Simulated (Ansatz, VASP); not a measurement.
**HfN: VASP beside Ansatz**

```
Hf N
1.0
     3.30182    0.00000    0.00000
    -1.65091    2.85946    0.00000
     0.00000    0.00000    4.83738
Hf N
2 2
Cartesian
  1.6509 0.9532 3.6280
  0.0000 1.9063 1.2093
  0.0000 0.0000 0.0000
  0.0000 0.0000 2.4187
```

Alike in both runs: task single point; functional PBEsol; k mesh 18 × 18 × 10; occupations gaussian, width 0.15 eV; no spin polarisation.

```csv
,VASP,Ansatz
version,VASP 6.6.1,Ansatz 0.2.0
potentials or method,"VASP PAW PBE potentials, release 64 (Hf_pv, N), cutoff 520 eV","scalar-relativistic, plane waves, PAW"
valence electrons in the cell,30,62
```

```tsv
	VASP	Ansatz	Ansatz less VASP
gap on the k mesh at the Fermi level (eV)	none	none	-
pressure (GPa)	-0.1	1.8	+1.89
traceless stress, the component that is largest in VASP (GPa)	51.79	51.28	-0.510
```

VASP's potentials were made for PBE, not for PBEsol. A gap of «none» marks a metal or a gap that the smearing closes. The functional is the same, so the differences come from potentials, cutoffs and numerics. VASP's potentials hold 30 valence electrons a cell and Ansatz's 62, so a difference there can come from the potentials and not from the codes.

Spin-orbit coupling is off throughout.
